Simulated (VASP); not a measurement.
A run of VASP 6.6.1:

File POSCAR:

```
KBr
1.0
    5.6737501023      0.0000000000      0.0000000000
   -2.8368750511      4.9136117233      0.0000000000
    0.0000000000      0.0000000000      6.6184870986
K Br
2 2
Direct
    0.3333333333      0.6666666667      0.2500000000
    0.6666666667      0.3333333333      0.7500000000
    0.6666666667      0.3333333333      0.2500000000
    0.3333333333      0.6666666667      0.7500000000
```

File INCAR.step1:

```
ALGO     = Normal         # electronic algorithm
EDIFF    = 1E-4           # SCF threshold, eV
ENCUT    = 520            # plane-wave cutoff, eV
GGA      = PE             # functional
ISMEAR   = 0              # smearing method
LASPH    = T              # aspherical terms in the spheres
LCHARG   = F              # write CHGCAR
LREAL    = F              # projectors in reciprocal space
LWAVE    = T              # write WAVECAR
NBANDS   = 24             # bands
NELM     = 60             # most SCF steps
PREC     = Accurate       # precision mode
SIGMA    = 0.01           # smearing width, eV
```

File INCAR.step2:

```
ALGO     = Normal         # electronic algorithm
EDIFF    = 1E-7           # SCF threshold, eV
ENCUT    = 520            # plane-wave cutoff, eV
ISIF     = 2              # what is computed and relaxed
ISMEAR   = 0              # smearing method
ISTART   = 1            
LASPH    = T              # aspherical terms in the spheres
LCHARG   = T              # write CHGCAR
LELF     = T              # ELF
LMIXTAU  = T            
LREAL    = F              # projectors in reciprocal space
LVHAR    = T            
LWAVE    = F              # write WAVECAR
METAGGA  = R2SCAN         # meta-GGA
NBANDS   = 24             # bands
NELM     = 60             # most SCF steps
PREC     = Accurate       # precision mode
SIGMA    = 0.01           # smearing width, eV
```

The input KPOINTS:

```
k-points
0
Gamma
  6 6 4
```

Potentials or basis: VASP PAW PBE potentials, release 64 (K_sv, Br).

Launch:

```bash
$ cat potpaw_PBE.64/K_sv/POTCAR potpaw_PBE.64/Br/POTCAR > POTCAR
$ cp INCAR.step1 INCAR
$ mpirun -np 1 vasp_std > vasp.out
$ cp INCAR.step2 INCAR
$ mpirun -np 1 vasp_std > vasp.out
```

Hardware: 1 thread of Intel(R) Xeon(R) Platinum 8375C CPU @ 2.90GHz (Ice Lake) (shared host).

Problem. Estimate the wall time of this run.

Solution. Run time: 5.6 min on 1 thread of Intel(R) Xeon(R) Platinum 8375C CPU @ 2.90GHz (Ice Lake) (shared host), peak memory 0.36 GiB. Counts: k points 21.
